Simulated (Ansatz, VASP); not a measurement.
**Two plane-wave programs on W**

```
W
1.0
     0.00000    2.03000    2.03000
     2.03000    0.00000    2.03000
     2.03000    2.03000    0.00000
W
1
Direct
  0.00000 0.00000 0.00000
```

Alike in both runs: functional LDA; k mesh 8 × 8 × 8; occupations fermi-dirac, width 0.05 eV; non-collinear spin, spin-orbit coupling.

|  | VASP | Ansatz |
| --- | --- | --- |
| version | VASP 6.6.1 | Ansatz 0.2.0 |
| potentials or method | VASP PAW LDA potentials, release 64 (W_sv) | Ansatz PAW |
| plane-wave cutoff (eV) | 520 | 420 |
| valence electrons in the cell | 14 | 14 |
| task | single point | band structure |

```tsv
	VASP	Ansatz	Ansatz less VASP
pressure (GPa)	-15.0	-16.9	-1.90
net moment per atom (μB)	0.00	0.00	0.000
```

LDA's correlation is that of Perdew and Zunger in VASP and of Perdew and Wang (1992) in Ansatz.
